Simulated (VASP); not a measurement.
# BiTe (Fm-3m) in VASP: settings compared

Aim: see how the results for BiTe move with the level of theory and the settings. Levels: PBE, LDA, PBEsol. Tasks: relaxation of cell and atoms, single point.

Everything below comes from runs of VASP 6.6.1. Logs are shortened: lines on timing, memory, paths and dates and some standing lists are left out, and cuts for length are marked.

**1. The cell of the first run**

It takes space group Fm-3m (No. 225, cubic). Conventional cell: a = 6.470 Å, b = 6.470 Å, c = 6.470 Å, α = 90.00°, β = 90.00°, γ = 90.00°. Bi (site symmetry m-3m) has 6 Te at 3.23 Å within 4.3 Å. Te (site symmetry m-3m) has 6 Bi at 3.23 Å within 4.3 Å.

**2. Relaxation of cell and atoms, PBE**

File INCAR:

```
SYSTEM = BiTe
PREC     = Accurate       ! precision mode
ENCUT    = 600            ! plane-wave cutoff, eV
EDIFF    = 1E-6           ! SCF threshold, eV
ISMEAR   = -1             ! smearing method
SIGMA    = 0.05           ! smearing width, eV
LREAL    = .FALSE.        ! projectors in reciprocal space
LASPH    = .TRUE.         ! aspherical terms in the spheres
NELM     = 60             ! most SCF steps
ALGO     = Normal         ! electronic algorithm
ISIF     = 3              ! what is computed and relaxed
LWAVE    = .FALSE.        ! write WAVECAR
LCHARG   = .FALSE.        ! write CHGCAR
GGA      = PE             ! functional
IBRION   = 2              ! ionic algorithm
NSW      = 60             ! ionic steps
EDIFFG   = -0.01          ! ionic threshold
```

File KPOINTS:

```
Automatic mesh
0
G
  7 7 7
  0 0 0
```

File POSCAR:

```
BiTe
1.0
    0.0000000000      3.2350000000      3.2350000000
    3.2350000000      0.0000000000      3.2350000000
    3.2350000000      3.2350000000      0.0000000000
Bi Te
1 1
Direct
    0.0000000000      0.0000000000      0.0000000000
    0.5000000000      0.5000000000      0.5000000000
```

Potentials or basis: VASP PAW PBE potentials, release 64 (Bi_d, Te).

Started as:

```bash
$ cat potpaw_PBE.64/Bi_d/POTCAR potpaw_PBE.64/Te/POTCAR > POTCAR
$ mpirun -np 1 vasp_std > vasp.out
```

OUTCAR:

```text
SYSTEM = BiTe
   PREC = Accurate
   ENCUT = 600
   EDIFF = 1E-6
   ISMEAR = -1
   LREAL = .FALSE.
   LASPH = .TRUE.
   NELM = 60
   ISIF = 3
   GGA = PE
   IBRION = 2
   NSW = 60
   EDIFFG = -0.01

 ion  position               nearest neighbor table
   1  0.000  0.000  0.000-   2 3.23   2 3.23   2 3.23   2 3.23   2 3.23   2 3.23
   2  0.500  0.500  0.500-   1 3.23   1 3.23   1 3.23   1 3.23   1 3.23   1 3.23

  LATTYP: Found a face centered cubic cell.
 ALAT       =     6.4700000000

  Lattice vectors:

 A1 = (   0.0000000000,   3.2350000000,   3.2350000000)
 A2 = (   3.2350000000,   0.0000000000,   3.2350000000)
 A3 = (   3.2350000000,   3.2350000000,   0.0000000000)

Analysis of symmetry for initial positions (statically):
=====================================================================
 Subroutine PRICEL returns:
 Original cell was already a primitive cell.

 Routine SETGRP: Setting up the symmetry group for a
 face centered cubic supercell.

 Subroutine GETGRP returns: Found 48 space group operations
 (whereof 48 operations were pure point group operations)
 out of a pool of 48 trial point group operations.

The static configuration has the point symmetry O_h .

Analysis of symmetry for dynamics (positions and initial velocities):
=====================================================================
 Subroutine PRICEL returns:
 Original cell was already a primitive cell.

 Routine SETGRP: Setting up the symmetry group for a
 face centered cubic supercell.

 Subroutine GETGRP returns: Found 48 space group operations
 (whereof 48 operations were pure point group operations)
 out of a pool of 48 trial point group operations.

The dynamic configuration has the point symmetry O_h .

 Subroutine INISYM returns: Found 48 space group operations
 (whereof 48 operations are pure point group operations),
 and found     1 'primitive' translations

----------------------------------------------------------------------------------------

                                     Primitive cell

  volume of cell :      67.7100

  direct lattice vectors                    reciprocal lattice vectors
     0.000000000  3.235000000  3.235000000    -0.154559505  0.154559505  0.154559505
     3.235000000  0.000000000  3.235000000     0.154559505 -0.154559505  0.154559505
     3.235000000  3.235000000  0.000000000     0.154559505  0.154559505 -0.154559505

  length of vectors
     4.574980874  4.574980874  4.574980874     0.267704916  0.267704916  0.267704916

  position of ions in fractional coordinates (direct lattice)
     0.000000000  0.000000000  0.000000000
     0.500000000  0.500000000  0.500000000

  ion indices of the primitive-cell ions
   primitive index   ion index
                 1           1
                 2           2

----------------------------------------------------------------------------------------

 KPOINTS: Automatic mesh

Automatic generation of k-mesh.
 Grid dimensions read from file:
 generate k-points for:    7    7    7

 Generating k-lattice:

  Cartesian coordinates                     Fractional coordinates (reciprocal lattice)
    -0.022079929  0.022079929  0.022079929     0.142857143  0.000000000  0.000000000
     0.022079929 -0.022079929  0.022079929     0.000000000  0.142857143  0.000000000
     0.022079929  0.022079929 -0.022079929     0.000000000  0.000000000  0.142857143

  Length of vectors
     0.038243559  0.038243559  0.038243559

  Shift w.r.t. Gamma in fractional coordinates (k-lattice)
     0.000000000  0.000000000  0.000000000

 Subroutine IBZKPT returns following result:
 ===========================================

 Found     20 irreducible k-points:

 Following reciprocal coordinates:
            Coordinates               Weight
  0.000000  0.000000  0.000000      1.000000
  0.142857  0.000000  0.000000      8.000000
  0.285714  0.000000  0.000000      8.000000
  0.428571  0.000000  0.000000      8.000000
  0.142857  0.142857  0.000000      6.000000
  0.285714  0.142857  0.000000     24.000000
[... 12 lines left out ...]
[... 40 lines left out ...]

 number of electron      21.0000002 magnetization

 Free energy of the ion-electron system (eV)
  ---------------------------------------------------
  ext. energy  EPLUGINS =         0.00000000
  ---------------------------------------------------
  free energy    TOTEN  =        -7.15762627 eV

  energy without entropy =       -7.13643356  energy(sigma->0) =       -7.14702991

------------------------ aborting loop because EDIFF is reached ----------------------------------------

  FORCE on cell =-STRESS in cart. coord.  units (eV):
  Direction    XX          YY          ZZ          XY          YZ          ZX
  --------------------------------------------------------------------------------------
  -------------------------------------------------------------------------------------
  Total        0.3748635      0.3748635      0.3748635      0.0000000      0.0000000     -0.0000000
  in kB        8.8701481      8.8701481      8.8701481      0.0000000      0.0000000     -0.0000000
  external PRESSURE =       8.8701481 kB  Pullay stress =       0.0000000 kB

 VOLUME and BASIS-vectors are now :
 -----------------------------------------------------------------------------
  energy-cutoff  :      600.00
  volume of cell :       67.71
      direct lattice vectors                 reciprocal lattice vectors
     0.000000000  3.235000000  3.235000000    -0.154559505  0.154559505  0.154559505
     3.235000000  0.000000000  3.235000000     0.154559505 -0.154559505  0.154559505
     3.235000000  3.235000000  0.000000000     0.154559505  0.154559505 -0.154559505
[... 37 lines left out ...]
 POSITION                                       TOTAL-FORCE (eV/Angst)
 -----------------------------------------------------------------------------------
      3.26425      3.26425      6.52850         0.000000      0.000000     -0.000000
      3.26425      3.26425      3.26425        -0.000000     -0.000000      0.000000
 -----------------------------------------------------------------------------------
    total drift:                               -0.000000     -0.000000     -0.000000

  FREE ENERGIE OF THE ION-ELECTRON SYSTEM (eV)
  ---------------------------------------------------
  free  energy   TOTEN  =        -7.1602982135 eV

  energy  without entropy=       -7.1396009793  energy(sigma->0) =       -7.14994960

--------------------------------------- Ionic step        3  -------------------------------------------

 number of electron      21.0000001 magnetization

 Free energy of the ion-electron system (eV)
  ---------------------------------------------------
  ext. energy  EPLUGINS =         0.00000000
  ---------------------------------------------------
  free energy    TOTEN  =        -7.16105413 eV

  energy without entropy =       -7.14017850  energy(sigma->0) =       -7.15061631

 E-fermi :   6.4646     XC(G=0):  -9.3495

 val. band max:        6.4467742762   @ k =  -0.4286   0.1429   0.0000
 cond. band min:       6.4763981812   @ k =  -0.4286   0.1429   0.0000
 fundamental gap:      0.0296239051
 Fermi energy:         6.4645598494

 k-point     1 :       0.0000    0.0000    0.0000
  band No.  band energies     occupation
      1     -16.7142      2.00000
      2     -16.7142      2.00000
      3     -16.7126      2.00000
      4     -16.7126      2.00000
      5     -16.7126      2.00000
      6      -6.9635      2.00000
      7      -1.7606      2.00000
      8       3.9385      2.00000
      9       3.9385      2.00000
     10       3.9385      2.00000
     11       8.5474      0.00000
     12       8.5474      0.00000
     13       8.5474      0.00000
     14      11.1301      0.00000

 k-point     2 :       0.1429    0.0000    0.0000
  band No.  band energies     occupation
      1     -16.7148      2.00000
      2     -16.7148      2.00000
      3     -16.7122      2.00000
      4     -16.7115      2.00000
      5     -16.7115      2.00000
      6      -6.7859      2.00000
      7      -2.1779      2.00000
      8       3.9983      2.00000
      9       3.9983      2.00000
     10       4.0991      2.00000
[... 330 lines left out ...]
 POSITION                                       TOTAL-FORCE (eV/Angst)
 -----------------------------------------------------------------------------------
      0.00000      0.00000     -0.00000         0.000000     -0.000000      0.000000
      3.25484      3.25484      3.25484        -0.000000      0.000000     -0.000000
 -----------------------------------------------------------------------------------
    total drift:                                0.000000     -0.000000     -0.000000

  FREE ENERGIE OF THE ION-ELECTRON SYSTEM (eV)
  ---------------------------------------------------
  free  energy   TOTEN  =        -7.1610541285 eV

  energy  without entropy=       -7.1401785004  energy(sigma->0) =       -7.15061631

 reached required accuracy - stopping structural energy minimisation
```

Wall time 1.9 min (1 thread of Intel Xeon 8259CL, shared host); peak memory 0.25 GiB.

Results:

```
Free energy                           : -7.1611 eV
Relaxed volume                        : 34.48 Å³/atom
Relaxed cell                          : a = 4.603 Å, b = 4.603 Å, c = 4.603 Å, α = 60.00°, β = 60.00°, γ = 60.00°
Space group after relaxing (to 0.1 Å) : Fm-3m (No. 225)
Energy gained by relaxing             : 1.7 meV/atom
Ionic steps                           : 3
Pressure after relaxing               : 0.0 GPa
Band gap on the k mesh                : zero (an odd number of electrons rules out a gap without spin polarisation)
```

Step by step:
```tsv
step	energy change (eV)	largest force (eV/Å)	pressure (GPa)	volume (Å³)
1	0.0000	0.0000	0.89	67.71
2	-0.0027	0.0000	-0.41	69.56
3	-0.0034	0.0000	0.01	68.96
```

Final structure:
```
Bi Te
1.0
     0.00000    3.25484    3.25484
     3.25484    0.00000    3.25484
     3.25484    3.25484    0.00000
Bi Te
1 1
Direct
  0.00000 0.00000 0.00000
  0.50000 0.50000 0.50000
```

Levels at points of the mesh, in eV from the Fermi level:
```tsv
k point	band 8	band 9	band 10	band 11	band 12	band 13
(0.00, 0.00, 0.00)	-2.53	-2.53	-2.53	2.08	2.08	2.08
```

Caveat: spin-orbit coupling is left out, which moves the levels of the heavy elements. Zero-point motion and thermal expansion aren't in these numbers.

**3. Relaxation of cell and atoms, LDA**

File INCAR:

```
SYSTEM = BiTe
PREC = Accurate
ENCUT = 600
EDIFF = 1E-7
ISMEAR = -1
SIGMA = 0.05
LREAL = .FALSE.
LASPH = .TRUE.
NELM = 100
ALGO = Normal
ISIF = 3
LWAVE = .FALSE.
LCHARG = .FALSE.
IBRION = 2
NSW = 60
EDIFFG = -0.01
```

KPOINTS is that of step 2.

POSCAR is that of step 2.

Potentials or basis: VASP PAW LDA potentials, release 64 (Bi_d, Te).

Started as:

```bash
$ cat potpaw_LDA.64/Bi_d/POTCAR potpaw_LDA.64/Te/POTCAR > POTCAR
$ mpirun -np 1 vasp_std > vasp.out
```

Wall time 1.9 min (1 thread of Intel Xeon 8259CL, shared host); peak memory 0.21 GiB.

The run converged. Its results:

| Property | Result |
| --- | --- |
| Free energy | -8.5009 eV |
| Relaxed volume | 32.17 Å³/atom |
| Relaxed cell | a = 4.498 Å, b = 4.498 Å, c = 4.498 Å, α = 60.00°, β = 60.00°, γ = 60.00° |
| Space group after relaxing (to 0.1 Å) | Fm-3m (No. 225) |
| Energy gained by relaxing | 14.2 meV/atom |
| Ionic steps | 3 |
| Pressure after relaxing | 0.0 GPa |
| Band gap on the k mesh | zero (an odd number of electrons rules out a gap without spin polarisation) |

Step by step:
```
step  energy change (eV)  largest force (eV/Å)  pressure (GPa)  volume (Å³)
   1              0.0000                0.0000           -2.58        67.71
   2             -0.0188                0.0000            1.73        62.51
   3             -0.0284                0.0000           -0.01        64.34
```

Final structure:
```yaml
crystal:
  lattice:
    - [0.00000, 3.18041, 3.18041]
    - [3.18041, 0.00000, 3.18041]
    - [3.18041, 3.18041, 0.00000]
  atoms:
    - { symbol: Bi, position: [0.00000, 0.00000, 0.00000] }
    - { symbol: Te, position: [0.50000, 0.50000, 0.50000] }
```

Levels at points of the mesh, in eV from the Fermi level:
| k point | band 7 | band 8 | band 9 | band 10 | band 11 | band 12 | band 13 | band 14 |
| --- | --- | --- | --- | --- | --- | --- | --- | --- |
| (0.00, 0.00, 0.00) | -8.01 | -2.69 | -2.69 | -2.69 | 2.20 | 2.20 | 2.20 | 4.57 |

Caveat: spin-orbit coupling is left out, which moves the levels of the heavy elements.

**4. Relaxation of cell and atoms, PBEsol**

File INCAR:

```
PREC     = Accurate       # precision mode
ENCUT    = 600            # plane-wave cutoff, eV
EDIFF    = 1E-6           # SCF threshold, eV
ISMEAR   = -1             # smearing method
SIGMA    = 0.05           # smearing width, eV
LREAL    = False          # projectors in reciprocal space
LASPH    = True           # aspherical terms in the spheres
NELM     = 100            # most SCF steps
ALGO     = Normal         # electronic algorithm
ISIF     = 3              # what is computed and relaxed
LWAVE    = False          # write WAVECAR
LCHARG   = False          # write CHGCAR
GGA      = PS             # functional
IBRION   = 2              # ionic algorithm
NSW      = 60             # ionic steps
EDIFFG   = -0.01          # ionic threshold
```

File KPOINTS:

```
regular mesh
0
Gamma
  7 7 7
```

POSCAR is that of step 3.

Potentials or basis: VASP PAW PBE potentials, release 64 (Bi_d, Te).

Started as:

```bash
$ cat potpaw_PBE.64/Bi_d/POTCAR potpaw_PBE.64/Te/POTCAR > POTCAR
$ mpirun -np 1 vasp_std > vasp.out
```

Run time: 2 min. Hardware: 1 thread of Intel Xeon 8259CL, shared host; peak memory 0.25 GiB.

It converged, with:

- Free energy: -7.9696 eV
- Relaxed volume: 32.82 Å³/atom
- Relaxed cell: a = 4.528 Å, b = 4.528 Å, c = 4.528 Å, α = 60.00°, β = 60.00°, γ = 60.00°
- Space group after relaxing (to 0.1 Å): Fm-3m (No. 225)
- Energy gained by relaxing: 5.1 meV/atom
- Ionic steps: 3
- Pressure after relaxing: 0.0 GPa
- Band gap on the k mesh: zero (an odd number of electrons rules out a gap without spin polarisation)

Step by step:
```csv
step,energy change (eV),largest force (eV/Å),pressure (GPa),volume (Å³)
1,0.0000,0.0000,-1.54,67.71
2,-0.0073,0.0000,0.93,64.57
3,-0.0103,0.0000,0.00,65.64
```

Final structure:
```
Bi Te
1.0
     0.00000    3.20170    3.20170
     3.20170    0.00000    3.20170
     3.20170    3.20170    0.00000
Bi Te
1 1
Cartesian
  0.0000 0.0000 0.0000
  3.2017 3.2017 3.2017
```

Levels at points of the mesh, in eV from the Fermi level:
```csv
k point,band 6,band 7,band 8,band 9,band 10,band 11,band 12,band 13,band 14
"(0.00, 0.00, 0.00)",-13.79,-8.06,-2.64,-2.64,-2.64,2.18,2.18,2.18,4.55
```

Caveat: the PAW data sets were made with another functional, which shifts forces and pressure a little; spin-orbit coupling is left out, which moves the levels of the heavy elements.

**5. Single point, LDA, non-collinear spin, zero start, spin-orbit coupling**

File INCAR:

```
PREC = Accurate
ENCUT = 520
EDIFF = 1E-7
ISMEAR = -1
SIGMA = 0.05
LREAL = False
LASPH = True
NELM = 150
ALGO = Normal
ISIF = 2
LWAVE = False
LCHARG = False
MAGMOM = 0 0 0 0 0 0
LORBIT = 11
LSORBIT = True
GGA_COMPAT = False
LORBMOM = True
NBANDS = 33
```

File KPOINTS:

```
regular mesh
0
Gamma
  5 5 5
```

POSCAR is that of step 4.

Potentials or basis: VASP PAW LDA potentials, release 64 (Bi_d, Te).

Started as:

```bash
$ cat potpaw_LDA.64/Bi_d/POTCAR potpaw_LDA.64/Te/POTCAR > POTCAR
$ mpirun -np 1 vasp_ncl > vasp.out
```

It took 1.9 min on 1 thread of Intel Xeon 8259CL, shared host; peak memory 0.31 GiB.

It converged, with:

- Free energy: -9.4245 eV
- Pressure: -1.0 GPa
- Net moment: 0.00 μB per cell
- Valence electrons inside the program's atomic spheres: Bi 12.71; Te 3.35

Moments on the atoms (μB; x, y, z):
```
Bi  0.00 0.00 0.00
Te  0.00 0.00 0.00
```

**6. Single point, LDA**

This run uses another cell than the first one, of 31.82 Å³/atom.

File INCAR:

```
SYSTEM = BiTe
ALGO = Normal
EDIFF = 1E-7
ENCUT = 520
ISIF = 2
ISMEAR = -1
LASPH = .TRUE.
LCHARG = .FALSE.
LREAL = .FALSE.
LWAVE = .FALSE.
NBANDS = 18
NELM = 80
PREC = Accurate
SIGMA = 0.05
```

File KPOINTS:

```
k-points
0
G
  7 7 7
  0 0 0
```

File POSCAR:

```
BiTe
1.0
    0.0000000000      3.1689610617      3.1689610617
    3.1689610617      0.0000000000      3.1689610617
    3.1689610617      3.1689610617      0.0000000000
Bi Te
1 1
Direct
    0.0000000000      0.0000000000      0.0000000000
    0.5000000000      0.5000000000      0.5000000000
```

Potentials or basis: VASP PAW LDA potentials, release 64 (Bi_d, Te).

Started as:

```bash
$ cat potpaw_LDA.64/Bi_d/POTCAR potpaw_LDA.64/Te/POTCAR > POTCAR
$ mpirun -np 1 vasp_std > vasp.out
```

Wall time 35 s (1 thread of Intel Xeon 8259CL, shared host); peak memory 0.18 GiB.

It converged, with:

| Property | Result |
| --- | --- |
| Free energy | -8.4992 eV |
| Pressure | 0.6 GPa |
| Band gap on the k mesh | zero (an odd number of electrons rules out a gap without spin polarisation) |

Levels at points of the mesh, in eV from the Fermi level:
| k point | band 8 | band 9 | band 10 | band 11 | band 12 | band 13 |
| --- | --- | --- | --- | --- | --- | --- |
| (0.00, 0.00, 0.00) | -2.73 | -2.73 | -2.73 | 2.22 | 2.22 | 2.22 |

Caveat: spin-orbit coupling is left out, which moves the levels of the heavy elements.

**7. Summary**

```tsv
task	level	potentials or basis	spin	cell	k mesh	cutoff (eV)	gap on the mesh (eV)	pressure (GPa)	relaxed volume (Å³/atom)
relaxation of cell and atoms	PBE	VASP PAW PBE potentials, release 64 (Bi_d, Te)	off	relaxed from a = 4.575 Å, angles 60.0°, 2 atoms	7 × 7 × 7	600	none	0.0	34.48
relaxation of cell and atoms	LDA	VASP PAW LDA potentials, release 64 (Bi_d, Te)	off	relaxed from a = 4.575 Å, angles 60.0°, 2 atoms	7 × 7 × 7	600	none	0.0	32.17
relaxation of cell and atoms	PBEsol	VASP PAW PBE potentials, release 64 (Bi_d, Te)	off	relaxed from a = 4.575 Å, angles 60.0°, 2 atoms	7 × 7 × 7	600	none	0.0	32.82
single point	LDA	VASP PAW LDA potentials, release 64 (Bi_d, Te)	non-collinear, zero start, SOC	a = 4.575 Å, angles 60.0°, 2 atoms	5 × 5 × 5	520	-	-1.0	-
single point	LDA	VASP PAW LDA potentials, release 64 (Bi_d, Te)	off	a = 4.482 Å, angles 60.0°, 2 atoms	7 × 7 × 7	520	none	0.6	-
```

Alike in all rows: smearing fermi-dirac 0.05 eV.

Caveats: spin-orbit coupling is left out, which moves the levels of the heavy elements (at least some runs); the PAW data sets were made with another functional, which shifts forces and pressure a little (at least some runs).

Absolute energies hang on the potentials; compare differences alone.
